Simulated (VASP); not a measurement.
## CsB: single point with PBE

The system is CsB.

```
Cs B
1.0
     5.14572    0.00000    0.00000
    -2.57286    4.45633    0.00000
     0.00000    0.00000    5.66030
Cs B
1 1
Direct
  0.33333 0.66667 0.50000
  0.00000 0.00000 0.00000
```

| Quantity | Value |
| --- | --- |
| Program | VASP 6.6.1 |
| Task | single point |
| Functional | PBE |
| Potentials or basis | VASP PAW PBE potentials, release 64 (Cs_sv, B) |
| Cutoff | 520 eV |
| k mesh | 6 × 6 × 4 |
| Occupations | gaussian, width 0.1 eV |
| Spin | no spin polarisation |
| Dipole correction | no |
| Further INCAR settings | ALGO = Normal; EDIFF = 1e-07; NBANDS = 13 |

The pressure is -1.7 GPa and the band gap on the k mesh is zero (band 6 reaches 0.05 eV, above the bottom of band 7 at -0.43 eV).

Stress tensor (GPa, compression positive):
```
-1.28  0.00  0.00
 0.00 -1.28  0.00
 0.00  0.00 -2.48
```

Levels at points of the mesh, in eV from the Fermi level:
```tsv
k point	band 4	band 5	band 6	band 7	band 8	band 9
(0.00, 0.00, 0.00)	-9.56	-5.44	0.43	0.76	0.76	1.22
(0.50, 0.00, 0.00)	-9.53	-5.16	-0.44	0.28	0.68	2.42
(0.00, 0.00, 0.50)	-9.56	-5.23	-0.76	0.81	0.81	2.85
(0.50, 0.00, 0.50)	-9.58	-5.18	-0.10	-0.05	0.50	2.47
```

Run time: 15 s on 1 thread of Intel(R) Xeon(R) 6975P-C (Granite Rapids) (shared host), peak memory 0.24 GiB.

Caveat: spin-orbit coupling is left out, which moves the levels of the heavy elements.
